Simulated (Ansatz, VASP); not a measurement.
One calculation of ZnS, two programs

INCAR

```
  PREC = Accurate
  ENCUT = 520
  EDIFF = 1E-7
  ISMEAR = 0
  SIGMA = 0.05
  LREAL = False
  LASPH = True
  NELM = 100
  ALGO = Normal
  ISIF = 2
  LWAVE = False
  LCHARG = False
  GGA = PS
  NBANDS = 16
```

KPOINTS

```
Automatic mesh
0
Gamma
  10 10 10
```

Contents of POSCAR:

```
ZnS
1.0
    0.0066956477      2.6782590749      2.6782590749
    2.6849547226      0.0000000000      2.6849547226
    2.6782590749      2.6782590749      0.0066956477
Zn S
1 1
Direct
    0.0000000000      0.0000000000      0.0000000000
    0.7500000000      0.7500000000      0.7500000000
```

Input for Ansatz:

```yaml
crystal:
  lattice:
    - [0.0066956477, 2.6782590749, 2.6782590749]
    - [2.6849547226, 0.0, 2.6849547226]
    - [2.6782590749, 2.6782590749, 0.0066956477]
  atoms:
    - { symbol: Zn, position: [0.0, 0.0, 0.0] }
    - { symbol: S, position: [0.75, 0.75, 0.75] }
basis:
  ecutwfc: 420
kpoints:
  mp_grid: { grid: [10, 10, 10] }
hamiltonian:
  xc: pbesol
scf:
  occupations: { method: gaussian, width: 0.05 }
output:
  forces: true
  stress: true
  eigenvalues: true
```

Change from the starting cell: strain +0.0050 x Voigt [0, 0, 0, 0, 1, 0], atoms carried along.

Alike in both runs: task single point; functional PBEsol; k mesh 10 × 10 × 10; occupations gaussian, width 0.05 eV; no spin polarisation.

|  | VASP | Ansatz |
| --- | --- | --- |
| version | VASP 6.6.1 | Ansatz 0.2.0 |
| potentials or method | VASP PAW PBE potentials, release 64 (Zn, S), cutoff 520 eV | scalar-relativistic, plane waves, PAW |
| valence electrons in the cell | 18 | 18 |

|  | VASP | Ansatz | Ansatz less VASP |
| --- | --- | --- | --- |
| gap on the k mesh at the Fermi level (eV) | 2.08 | 2.08 | -0.007 |
| least direct gap on the mesh (eV) | 2.08 | 2.08 | -0.007 |
| pressure (GPa) | 0.2 | 0.0 | -0.21 |
| traceless stress, the component that is largest in VASP (GPa) | -0.37 | -0.37 | +0.002 |
| rms of the force components (eV/Å) | 0.018 | 0.018 | -0.0002 |

VASP's potentials were made for PBE, not for PBEsol. Atom by atom the forces differ by 0.000 eV/Å (rms over components). The functional is the same, so the differences come from potentials, cutoffs and numerics.
